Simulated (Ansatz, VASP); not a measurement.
# ZnS in VASP and in Ansatz

Contents of INCAR:

```
ALGO = Normal ; EDIFF = 1E-6
ENCUT = 520 ; GGA = PS
ISIF = 2 ; ISMEAR = 0
LASPH = True ; LCHARG = False
LREAL = False ; LWAVE = False
NBANDS = 26 ; NELM = 100
PREC = Accurate ; SIGMA = 0.05
```

The input KPOINTS:

```
k-points
0
Gamma
  9 9 6
```

POSCAR

```
ZnS
1.0
    3.7544710669      0.0000000000      0.0000000000
   -1.8772355334      3.2514673217      0.0000000000
    0.0000000000      0.0000000000      6.5500502233
Zn S
2 2
Direct
    0.3333333333      0.6666666667      0.0054424479
    0.6666666667      0.3333333333      0.5054424479
    0.3333333333      0.6666666667      0.3795575521
    0.6666666667      0.3333333333      0.8795575521
```

Input for Ansatz:

```yaml
crystal:
  lattice:
    - [3.7544710669, 0.0, 0.0]
    - [-1.8772355334, 3.2514673217, 0.0]
    - [0.0, 0.0, 6.5500502233]
  atoms:
    - { symbol: Zn, position: [0.3333333333, 0.6666666667, 0.0054424479] }
    - { symbol: Zn, position: [0.6666666667, 0.3333333333, 0.5054424479] }
    - { symbol: S, position: [0.3333333333, 0.6666666667, 0.3795575521] }
    - { symbol: S, position: [0.6666666667, 0.3333333333, 0.8795575521] }
basis:
  ecutwfc: 520.0
kpoints:
  mp_grid: { grid: [9, 9, 6] }
hamiltonian:
  xc: pbesol
  pseudopotentials: { kind: paw }
scf:
  occupations: { method: gaussian, width: 0.05 }
output:
  forces: true
  stress: true
  eigenvalues: true
```

Alike in both runs: task single point; functional PBEsol; k mesh 9 × 9 × 6; occupations gaussian, width 0.05 eV; no spin polarisation.

|  | VASP | Ansatz |
| --- | --- | --- |
| version | VASP 6.6.1 | Ansatz 0.2.0 |
| potentials or method | VASP PAW PBE potentials, release 64 (Zn, S), cutoff 520 eV | scalar-relativistic, plane waves, PAW |
| valence electrons in the cell | 36 | 36 |

|  | VASP | Ansatz | Ansatz less VASP |
| --- | --- | --- | --- |
| gap on the k mesh at the Fermi level (eV) | 1.80 | 1.80 | -0.002 |
| least direct gap on the mesh (eV) | 1.80 | 1.80 | -0.002 |
| pressure (GPa) | -2.3 | -2.4 | -0.17 |
| traceless stress, the component that is largest in VASP (GPa) | -4.92 | -4.89 | +0.030 |
| rms of the force components (eV/Å) | 0.136 | 0.133 | -0.0032 |

VASP's potentials were made for PBE, not for PBEsol. Atom by atom the forces differ by 0.003 eV/Å (rms over components). With one functional, cell and mesh, what is left measures potentials, basis and numerics.
